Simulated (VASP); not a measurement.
# MnSi (P6_3/mmc) in VASP: further runs

The runs below take MnSi through single point, relaxation of cell and atoms, with PBE.

All numbers are computed with VASP 6.6.1; they aren't measurements. Logs are shortened: lines on timing, memory, paths and dates and some standing lists are left out, and cuts for length are marked.

## 1. The cell of the first run

It takes space group P6_3/mmc (No. 194, hexagonal). The conventional cell has a = 3.676 Å, b = 3.676 Å, c = 4.875 Å, α = 90.00°, β = 90.00°, γ = 120.00°. Mn (site symmetry -6m2) has 6 Si at 2.45 Å and 6 Mn at 3.23 Å within 3.3 Å. Si (site symmetry -3m) has 2 Si at 2.44 Å and 6 Mn at 2.45 Å within 3.2 Å.

The cell was built from a structure type or drawn by symmetry, and may not be a known phase.

## 2. Single point, PBE, collinear spin, ferromagnetic start

INCAR reads:

```
ALGO     = Normal         # electronic algorithm
EDIFF    = 1E-6           # SCF threshold, eV
ENCUT    = 520            # plane-wave cutoff, eV
GGA      = PE             # functional
ISIF     = 2              # what is computed and relaxed
ISMEAR   = 0              # smearing method
ISPIN    = 2              # spin polarisation
LASPH    = T              # aspherical terms in the spheres
LCHARG   = F              # write CHGCAR
LMAXMIX  = 4              # l up to which the mixer works
LORBIT   = 11             # projections on sites
LREAL    = F              # projectors in reciprocal space
LWAVE    = F              # write WAVECAR
MAGMOM   = 4 4 0 0        # initial moments
NBANDS   = 29             # bands
NELM     = 150            # most SCF steps
PREC     = Accurate       # precision mode
SIGMA    = 0.1            # smearing width, eV
```

KPOINTS reads:

```
k-points
0
Gamma
  6 6 4
```

POSCAR reads:

```
MnSi
1.0
    3.6759270469      0.0000000000      0.0000000000
   -1.8379635234      3.1834462050      0.0000000000
    0.0000000000      0.0000000000      4.8753891061
Mn Si
2 2
Direct
    0.3333333333      0.6666666667      0.7500000000
    0.6666666667      0.3333333333      0.2500000000
    0.0000000000      0.0000000000      0.0000000000
    0.0000000000      0.0000000000      0.5000000000
```

Potentials or basis: VASP PAW PBE potentials, release 64 (Mn_pv, Si).

Started as:

```sh
$ cat potpaw_PBE.64/Mn_pv/POTCAR potpaw_PBE.64/Si/POTCAR > POTCAR
$ mpirun -np 1 vasp_std > vasp.out
```

OUTCAR:

```text
EDIFF = 1E-6
   ENCUT = 520
   GGA = PE
   ISIF = 2
   ISMEAR = 0
   ISPIN = 2
   LASPH = T
   LORBIT = 11
   LREAL = F
   NELM = 150
   PREC = Accurate

 ion  position               nearest neighbor table
   1  0.333  0.667  0.750-   3 2.45   4 2.45   3 2.45   4 2.45   3 2.45   4 2.45
   2  0.667  0.333  0.250-   3 2.45   4 2.45   3 2.45   4 2.45   3 2.45   4 2.45
   3  0.000  0.000  0.000-   4 2.44   4 2.44   1 2.45   2 2.45   1 2.45   2 2.45   2 2.45   1 2.45

   4  0.000  0.000  0.500-   3 2.44   3 2.44   1 2.45   2 2.45   1 2.45   2 2.45   2 2.45   1 2.45

  LATTYP: Found a hexagonal cell.
 ALAT       =     3.6759270469
 C/A-ratio  =     1.3263019216

  Lattice vectors:

 A1 = (   3.6759270469,   0.0000000000,   0.0000000000)
 A2 = (  -1.8379635234,   3.1834462050,   0.0000000000)
 A3 = (   0.0000000000,   0.0000000000,   4.8753891061)

Analysis of symmetry for initial positions (statically):
=====================================================================
 Subroutine PRICEL returns:
 Original cell was already a primitive cell.

 Routine SETGRP: Setting up the symmetry group for a
 hexagonal supercell.

 Subroutine GETGRP returns: Found 24 space group operations
 (whereof 12 operations were pure point group operations)
 out of a pool of 24 trial point group operations.

The static configuration has the point symmetry D_3d.
 The point group associated with its full space group is D_6h.

Analysis of symmetry for dynamics (positions and initial velocities):
=====================================================================
 Subroutine PRICEL returns:
 Original cell was already a primitive cell.

 Routine SETGRP: Setting up the symmetry group for a
 hexagonal supercell.

 Subroutine GETGRP returns: Found 24 space group operations
 (whereof 12 operations were pure point group operations)
 out of a pool of 24 trial point group operations.

The dynamic configuration has the point symmetry D_3d.
 The point group associated with its full space group is D_6h.

Analysis of structural, dynamic, and magnetic symmetry:
=====================================================================
 Subroutine PRICEL returns:
 Original cell was already a primitive cell.

 Routine SETGRP: Setting up the symmetry group for a
 hexagonal supercell.

 Subroutine GETGRP returns: Found 24 space group operations
 (whereof 12 operations were pure point group operations)
 out of a pool of 24 trial point group operations.

The overall configuration has the point symmetry D_3d.
 The point group associated with its full space group is D_6h.

 Subroutine INISYM returns: Found 24 space group operations
 (whereof 12 operations are pure point group operations),
 and found     1 'primitive' translations

----------------------------------------------------------------------------------------

                                     Primitive cell

  volume of cell :      57.0524

  direct lattice vectors                    reciprocal lattice vectors
     3.675927047  0.000000000  0.000000000     0.272040219  0.157062494  0.000000000
    -1.837963523  3.183446205  0.000000000     0.000000000  0.314124988  0.000000000
     0.000000000  0.000000000  4.875389106     0.000000000  0.000000000  0.205111834

  length of vectors
     3.675927047  3.675927047  4.875389106     0.314124988  0.314124988  0.205111834

  position of ions in fractional coordinates (direct lattice)
     0.333333333  0.666666667  0.750000000
     0.666666667  0.333333333  0.250000000
     0.000000000  0.000000000  0.000000000
     0.000000000  0.000000000  0.500000000

  ion indices of the primitive-cell ions
   primitive index   ion index
                 1           1
                 2           2
                 3           3
                 4           4

----------------------------------------------------------------------------------------

 KPOINTS: k-points

Automatic generation of k-mesh.
 Grid dimensions read from file:
 generate k-points for:    6    6    4

 Generating k-lattice:

  Cartesian coordinates                     Fractional coordinates (reciprocal lattice)
     0.045340037  0.026177082  0.000000000     0.166666667  0.000000000  0.000000000
     0.000000000  0.052354165  0.000000000     0.000000000  0.166666667  0.000000000
     0.000000000  0.000000000  0.051277958     0.000000000  0.000000000  0.250000000

  Length of vectors
     0.052354165  0.052354165  0.051277958

  Shift w.r.t. Gamma in fractional coordinates (k-lattice)
     0.000000000  0.000000000  0.000000000

 Subroutine IBZKPT returns following result:
 ===========================================

 Found     21 irreducible k-points:

 Following reciprocal coordinates:
            Coordinates               Weight
  0.000000  0.000000  0.000000      1.000000
  0.166667 -0.000000  0.000000      6.000000
  0.333333 -0.000000  0.000000      6.000000
  0.500000  0.000000  0.000000      3.000000
  0.166667  0.166667  0.000000      6.000000
  0.333333  0.166667  0.000000     12.000000
[... 13 lines left out ...]
  0.333333  0.166667  0.500000     12.000000
  0.333333  0.333333  0.500000      2.000000
   k-points           NKPTS =     21   k-points in BZ     NKDIM =     21   number of bands    NBANDS=     29
   number of dos      NEDOS =    301   number of ions     NIONS =      4
   total plane-waves  NPLWV =  28224
   dimension x,y,z NGX =    28 NGY =   28 NGZ =   36
   dimension x,y,z NGXF=    56 NGYF=   56 NGZF=   72
   ions per type =               2   2
   NGX,Y,Z   is equivalent  to a cutoff of  12.66, 12.66, 12.28 a.u.
   NGXF,Y,Z  is equivalent  to a cutoff of  25.33, 25.33, 24.55 a.u.
 SYSTEM =  unknown system
   PREC   = accura    normal or accurate (medium, high low for compatibility)
   ISTART =      0    job   : 0-new  1-cont  2-samecut
   ICHARG =      2    charge: 1-file 2-atom 10-const
   ISPIN  =      2    spin polarized calculation?
   LNONCOLLINEAR =      F non collinear calculations
   LSORBIT =      F    spin-orbit coupling
   LASPH  =      T    aspherical Exc in radial PAW
   ENCUT  =  520.0 eV  38.22 Ry    6.18 a.u.   6.83  6.83  9.06*2*pi/ulx,y,z
   NELM   =    150;   NELMIN=  2; NELMDL= -5     # of ELM steps
   EDIFF  = 0.1E-05   stopping-criterion for ELM
   LREAL  =      F    real-space projection
   EDIFFG = 0.1E-04   stopping-criterion for IOM
   NSW    =      0    number of steps for IOM
   IBRION =     -1    ionic relax: 0-MD 1-quasi-New 2-CG
   NFREE  =      0    steps in history (QN), initial steepest desc. (CG)
   ISIF   =      2    stress and relaxation
   ISYM   =      2    0-nonsym 1-usesym 2-fastsym
   POTIM  = 0.5000    time-step for ionic-motion
   TEBEG  =    0.0;   TEEND  =   0.0 temperature during run
   PSTRESS=    0.0 pullay stress
   NELECT =      34.0000    total number of electrons
   NUPDOWN=      -1.0000    fix difference up-down
   EMIN   =  10.00;   EMAX   =-10.00  energy-range for DOS
   EFERMI =   0.00;   METHOD = LEGACY
   ISMEAR =     0;   SIGMA  =   0.10  broadening in eV -4-tet -1-fermi 0-gaus
   EFERMI_NEDOS =   21; number of points for ismear=-14 and -15
   IALGO  =     38    algorithm
   IMIX   =      4    mixing-type and parameters
     AMIX     =   0.40;   BMIX     =  1.00
     AMIX_MAG =   1.60;   BMIX_MAG =  1.00
  volume/ion in A,a.u.               =      14.26        96.25
  Fermi-wavevector in a.u.,A,eV,Ry     =   1.377664  2.603407 25.823280  1.897958
  Thomas-Fermi vector in A             =   2.502796
   LORBIT       =     11    0 simple, 1 ext, 2 COOP (PROOUT), +10 PAW based schemes
   GGA     = PE    functional components
   LHFCALC =     F    Hartree Fock is set to
   AEXX    =    0.0000 exact exchange contribution
   IVDW    =     0    specifies the selected vdW correction
   LEPSILON=     F    determine dielectric tensor
   LRPA    =     F    only Hartree local field effects (RPA)
 spin polarized calculation
 Gauss-broadening in eV      SIGMA  =   0.10
  energy-cutoff  :      520.00
  volume of cell :       57.05
 maximum number of plane-waves:      1557
 NGX is ok and might be reduce to    28
   NGX = 13   NGY = 13   NGZ = 19

 number of electron      34.0000032 magnetization       5.2632164

 Free energy of the ion-electron system (eV)
  ---------------------------------------------------
  ext. energy  EPLUGINS =         0.00000000
  ---------------------------------------------------
  free energy    TOTEN  =       -28.78077726 eV

  energy without entropy =      -28.76381395  energy(sigma->0) =      -28.77229561

 E-fermi :   8.7494     XC(G=0): -11.6136

 val. band max:        8.7181582288   @ k =   0.0000   0.0000   0.0000
 cond. band min:       8.7580021616   @ k =   0.1667   0.1667   0.5000
 fundamental gap:      0.0398439328
 Fermi energy:         8.7494153729

 spin component 1

 k-point     1 :       0.0000    0.0000    0.0000
  band No.  band energies     occupation
      1     -40.7219      1.00000
      2     -40.7219      1.00000
      3     -40.7116      1.00000
      4     -40.7116      1.00000
      5     -40.6866      1.00000
      6     -40.6480      1.00000
[... 21 lines left out ...]
     28      18.0675      0.00000
     29      18.0675      0.00000

 k-point     2 :       0.1667   -0.0000    0.0000
  band No.  band energies     occupation
      1     -40.7235      1.00000
      2     -40.7230      1.00000
      3     -40.7139      1.00000
      4     -40.7114      1.00000
      5     -40.6840      1.00000
      6     -40.6501      1.00000
[... 600 lines left out ...]
 k-point    21 :       0.3333    0.3333    0.5000
  band No.  band energies     occupation
      1     -40.7249      1.00000
      2     -40.7249      1.00000
      3     -40.7228      1.00000
      4     -40.7228      1.00000
      5     -40.6633      1.00000
      6     -40.6633      1.00000
[... 21 lines left out ...]
     28      18.3817      0.00000
     29      18.6894      0.00000
 Fermi energy:         8.7494153729

 spin component 2

 k-point     1 :       0.0000    0.0000    0.0000
  band No.  band energies     occupation
      1     -37.8728      1.00000
      2     -37.8728      1.00000
      3     -37.8607      1.00000
      4     -37.8607      1.00000
      5     -37.8531      1.00000
      6     -37.8073      1.00000
[... 21 lines left out ...]
     28      18.6433      0.00000
     29      18.6433      0.00000

 k-point     2 :       0.1667   -0.0000    0.0000
  band No.  band energies     occupation
      1     -37.8749      1.00000
      2     -37.8742      1.00000
      3     -37.8635      1.00000
      4     -37.8605      1.00000
      5     -37.8501      1.00000
      6     -37.8098      1.00000
[... 600 lines left out ...]
 k-point    21 :       0.3333    0.3333    0.5000
  band No.  band energies     occupation
      1     -37.8781      1.00000
      2     -37.8781      1.00000
      3     -37.8744      1.00000
      4     -37.8744      1.00000
      5     -37.8238      1.00000
      6     -37.8238      1.00000
[... 21 lines left out ...]
     28      18.5257      0.00000
     29      19.1106      0.00000

------------------------ aborting loop because EDIFF is reached ----------------------------------------

  FORCE on cell =-STRESS in cart. coord.  units (eV):
  Direction    XX          YY          ZZ          XY          YZ          ZX
  --------------------------------------------------------------------------------------
  -------------------------------------------------------------------------------------
  Total       -0.0479856     -0.0479856     -0.1096555     -0.0000000     -0.0000000      0.0000000
  in kB       -1.3475596     -1.3475596     -3.0794083     -0.0000000     -0.0000000      0.0000000
  external PRESSURE =      -1.9248425 kB  Pullay stress =       0.0000000 kB

 VOLUME and BASIS-vectors are now :
 -----------------------------------------------------------------------------
  energy-cutoff  :      520.00
  volume of cell :       57.05
      direct lattice vectors                 reciprocal lattice vectors
     3.675927047  0.000000000  0.000000000     0.272040219  0.157062494  0.000000000
    -1.837963523  3.183446205  0.000000000     0.000000000  0.314124988  0.000000000
     0.000000000  0.000000000  4.875389106     0.000000000  0.000000000  0.205111834

 POSITION                                       TOTAL-FORCE (eV/Angst)
 -----------------------------------------------------------------------------------
     -0.00000      2.12230      3.65654         0.000000      0.000000      0.000000
      1.83796      1.06115      1.21885        -0.000000      0.000000      0.000000
      0.00000      0.00000      0.00000         0.000000     -0.000000      0.000000
      0.00000      0.00000      2.43769         0.000000     -0.000000      0.000000
 -----------------------------------------------------------------------------------
    total drift:                                0.000000     -0.000000      0.000000

  FREE ENERGIE OF THE ION-ELECTRON SYSTEM (eV)
  ---------------------------------------------------
  free  energy   TOTEN  =       -28.7807772594 eV

  energy  without entropy=      -28.7638139544  energy(sigma->0) =      -28.77229561

 total charge

# of ion       s       p       d       tot
------------------------------------------
    1        0.309   6.256   5.164  11.729
    2        0.309   6.256   5.164  11.729
    3        0.754   0.949   0.000   1.702
    4        0.754   0.949   0.000   1.702
--------------------------------------------------
tot          2.125  14.409  10.328  26.862

 magnetization (x)

# of ion       s       p       d       tot
------------------------------------------
    1        0.048   0.015   2.652   2.714
    2        0.048   0.015   2.652   2.714
    3       -0.025  -0.079   0.000  -0.104
    4       -0.025  -0.079   0.000  -0.104
--------------------------------------------------
tot          0.044  -0.128   5.303   5.220
```

Wall time 32 s (1 thread of Intel Xeon 6975P-C (Granite Rapids), shared host); peak memory 0.21 GiB.

Results:

- Free energy: -28.7808 eV
- Pressure: -0.2 GPa
- Net moment: 5.26 μB per cell
- Site moments: Mn +2.71; Si -0.10 μB
- Valence electrons inside the program's atomic spheres: Mn 11.73; Si 1.70

Stress tensor (GPa, compression positive):
```
-0.13  0.00  0.00
 0.00 -0.13  0.00
 0.00  0.00 -0.31
```

Levels at points of the mesh, in eV from the Fermi level:
Spin up:
```csv
k point,band 16,band 17,band 18,band 19,band 20,band 21,band 22,band 23,band 24,band 25
"(0.00, 0.00, 0.00)",-2.36,-2.08,-2.08,-0.89,3.12,3.12,3.81,4.70,4.70,5.66
"(0.50, 0.00, 0.00)",-1.91,-1.76,-1.48,-0.91,-0.57,0.60,1.21,1.99,4.69,5.58
"(0.00, 0.00, 0.50)",-1.93,-1.93,-1.93,2.24,2.24,3.32,3.32,3.32,3.32,6.06
"(0.50, 0.00, 0.50)",-2.11,-1.88,-1.88,-0.89,-0.89,1.55,1.55,3.98,3.98,5.08
```
Spin down:
```
           k point  band 11  band 12  band 13  band 14  band 15  band 16  band 17  band 18
(0.00, 0.00, 0.00)    -2.72    -0.65    -0.65    -0.52    -0.52    -0.27    -0.27    -0.03
(0.50, 0.00, 0.00)    -2.38    -2.07    -2.00    -1.97     0.51     0.68     0.79     0.80
(0.00, 0.00, 0.50)    -2.17    -2.17    -1.20    -1.20     0.24     0.24     0.24     0.24
(0.50, 0.00, 0.50)    -2.03    -2.03    -1.58    -1.58     0.31     0.31     0.85     0.85
```

## 3. Single point, PBE, collinear spin, ferromagnetic start

This run uses another cell than the first one, of 14.94 Å³/atom.

INCAR reads:

```
SYSTEM = MnSi
ALGO = Normal ; EDIFF = 1E-7
ENCUT = 520 ; GGA = PE
ISIF = 2 ; ISMEAR = 0
ISPIN = 2 ; LASPH = .TRUE.
LCHARG = .FALSE. ; LMAXMIX = 4
LORBIT = 11 ; LREAL = .FALSE.
LWAVE = .FALSE. ; MAGMOM = 4 4 0 0
NBANDS = 29 ; NELM = 150
PREC = Accurate ; SIGMA = 0.1
```

KPOINTS reads:

```
k-points
0
G
  6 6 4
  0 0 0
```

POSCAR reads:

```
MnSi
1.0
    3.7511943800      0.0000000000      0.0000000000
   -1.8755971900      3.2486296300      0.0000000000
    0.0000000000      0.0000000000      4.9053882500
Mn Si
2 2
Direct
    0.3333333300      0.6666666700      0.7500000000
    0.6666666700      0.3333333300      0.2500000000
    0.0000000000      0.0000000000      0.0000000000
    0.0000000000      0.0000000000      0.5000000000
```

Potentials or basis: VASP PAW PBE potentials, release 64 (Mn_pv, Si).

Started as:

```sh
$ cat potpaw_PBE.64/Mn_pv/POTCAR potpaw_PBE.64/Si/POTCAR > POTCAR
$ mpirun -np 1 vasp_std > vasp.out
```

It took 33 s on 1 thread of Intel Xeon 6975P-C (Granite Rapids), shared host; peak memory 0.21 GiB.

It converged, with:

```
Free energy                                           : -28.7393 eV
Pressure                                              : -4.5 GPa
Net moment                                            : 5.55 μB per cell
Site moments                                          : Mn +2.87; Si -0.11 μB
Valence electrons inside the program's atomic spheres : Mn 11.66; Si 1.68
```

Stress tensor (GPa, compression positive):
```
-5.06  0.00  0.00
 0.00 -5.06  0.00
 0.00  0.00 -3.49
```

Levels at points of the mesh, in eV from the Fermi level:
Spin up:
| k point | band 18 | band 19 | band 20 | band 21 | band 22 | band 23 |
| --- | --- | --- | --- | --- | --- | --- |
| (0.00, 0.00, 0.00) | -2.03 | -0.95 | 2.83 | 2.83 | 3.51 | 4.55 |
| (0.50, 0.00, 0.00) | -1.47 | -0.94 | -0.64 | 0.62 | 0.98 | 1.95 |
| (0.00, 0.00, 0.50) | -1.89 | 2.22 | 2.22 | 3.10 | 3.10 | 3.10 |
| (0.50, 0.00, 0.50) | -1.89 | -0.93 | -0.93 | 1.44 | 1.44 | 3.88 |
Spin down:
```
           k point  band 12  band 13  band 14  band 15  band 16  band 17
(0.00, 0.00, 0.00)    -0.44    -0.44    -0.28    -0.28    -0.12    -0.12
(0.50, 0.00, 0.00)    -1.98    -1.84    -1.67     0.66     0.77     0.91
(0.00, 0.00, 0.50)    -1.98    -0.91    -0.91     0.41     0.41     0.41
(0.50, 0.00, 0.50)    -1.89    -1.29    -1.29     0.46     0.46     0.96
```

Caveat: the cell stands under tension.

(Part 1 of 2 ends here.)
